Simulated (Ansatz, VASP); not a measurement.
CdS: VASP beside Ansatz

INCAR

```
  PREC = Accurate
  ENCUT = 500
  EDIFF = 1E-6
  ISMEAR = -1
  SIGMA = 0.05
  LREAL = F
  LASPH = T
  NELM = 120
  ALGO = Normal
  ISIF = 2
  LWAVE = F
  LCHARG = F
  GGA = CA
  NBANDS = 16
  GGA_COMPAT = F
```

The input KPOINTS:

```
regular mesh
0
Gamma
  6 6 6
```

POSCAR

```
CdS
1.0
    0.0000000000      2.8204226229      2.8204226229
    2.8204226229      0.0000000000      2.8204226229
    2.8204226229      2.8204226229      0.0000000000
Cd S
1 1
Direct
    0.0000000000      0.0000000000      0.0000000000
    0.5000000000      0.5000000000      0.5000000000
```

Input for Ansatz:

```yaml
crystal:
  lattice:
    - [0.0, 2.820422622937365, 2.820422622937365]
    - [2.820422622937365, 0.0, 2.820422622937365]
    - [2.820422622937365, 2.820422622937365, 0.0]
  atoms:
    - { symbol: Cd, position: [0.0, 0.0, 0.0] }
    - { symbol: S, position: [0.5, 0.5, 0.5] }
basis:
  ecutwfc: 470.0
kpoints:
  mp_grid:
    grid: [6, 6, 6]
hamiltonian:
  xc: lda
  pseudopotentials:
    kind: paw
scf:
  occupations:
    method: fermi_dirac
    width: 0.05
output:
  stress: true
```

Alike in both runs: task single point; functional LDA; k mesh 6 × 6 × 6; occupations fermi-dirac, width 0.05 eV; no spin polarisation.

```csv
,VASP,Ansatz
version,VASP 6.6.1,Ansatz 0.2.0
potentials or method,"VASP PAW LDA potentials, release 64 (Cd, S), cutoff 500 eV","plane waves, PAW"
valence electrons in the cell,18,26
```

```csv
,VASP,Ansatz,Ansatz less VASP
pressure (GPa),-9.9,-10.3,-0.34
```

LDA's correlation is that of Perdew and Zunger in VASP and of Perdew and Wang (1992) in Ansatz. VASP's potentials hold 18 valence electrons a cell and Ansatz's 26, so a difference there can come from the potentials and not from the codes.
